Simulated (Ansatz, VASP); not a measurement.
**Hf in VASP and in Ansatz**

```
Hf
1.0
     1.55869   -2.69972    0.00000
     1.55869    2.69972    0.00000
     0.00000    0.00000    4.94958
Hf
2
Direct
  0.66667 0.33333 0.25000
  0.33333 0.66667 0.75000
```

Alike in both runs: task single point; functional LDA; k mesh 15 × 15 × 8; occupations fermi-dirac, width 0.1 eV; no spin polarisation.

```csv
,VASP,Ansatz
version,VASP 6.6.1,Ansatz 0.2.0
potentials or method,"VASP PAW LDA potentials, release 64 (Hf_pv)","PAW with Ansatz's default frozen-core files, scalar-relativistic"
plane-wave cutoff (eV),520,420
valence electrons in the cell,20,52
```

VASP gave:

* pressure (GPa): 0.1

Question: What did Ansatz give for the same quantities?

Answer: Pressure (GPa): 0.0.

LDA's correlation is that of Perdew and Zunger in VASP and of Perdew and Wang (1992) in Ansatz. VASP's potentials hold 20 valence electrons a cell and Ansatz's 52, so a difference there can come from the potentials and not from the codes.

Spin-orbit coupling is off throughout.
